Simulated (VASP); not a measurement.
Set up this calculation in VASP 6.6.1, as the native input.

```yaml
Task: single point
Functional: LDA
Potentials_or_basis: VASP PAW LDA potentials, release 64 (Zn, O_h)
Cutoff: 1340 eV
k_mesh: 12 × 12 × 12
Occupations: gaussian, width 0.05 eV
Spin: no spin polarisation
Dipole_correction: no
Further_INCAR_settings: ALGO = Normal; EDIFF = 1e-06; NBANDS = 16
```

The structure of ZnO lies in POSCAR:

```
ZnO
1.0
    0.0000000000      2.0609699000      2.1694420000
    2.0609699000      0.0000000000      2.1694420000
    2.0609699000      2.0609699000      0.0000000000
Zn O
1 1
Direct
    0.0000000000      0.0000000000      0.0000000000
    0.5000000000      0.5000000000      0.5000000000
```

This cell differs from its parent crystal: strain -0.050 along x and y, +0.000 along z.

The input as run:

INCAR

```
ALGO = Normal
EDIFF = 1E-6
ENCUT = 1340
GGA_COMPAT = False
ISIF = 2
ISMEAR = 0
LASPH = True
LCHARG = False
LREAL = False
LWAVE = False
NBANDS = 16
NELM = 120
PREC = Accurate
SIGMA = 0.05
```

KPOINTS

```
k-points
0
Gamma
  12 12 12
```

Potentials or basis: VASP PAW LDA potentials, release 64 (Zn, O_h).

Launch:

```sh
$ cat potpaw_LDA.64/Zn/POTCAR potpaw_LDA.64/O_h/POTCAR > POTCAR
$ mpirun -np 1 vasp_std > vasp.out
```

It gave:

| Item | Value |
| --- | --- |
| Pressure | 5.4 GPa |
| Band gap on the k mesh | 1.04 eV (least direct gap 2.66 eV) |

Caveat: the cell differs from its parent crystal (strain -0.050 along x and y, +0.000 along z); the stress differs along the axes, from 1 to 8 GPa.

Wall time 2.2 min on 1 thread of Intel(R) Xeon(R) Platinum 8259CL CPU @ 2.50GHz (Skylake/Cascade Lake), with other jobs on the host, peak memory 0.32 GiB.
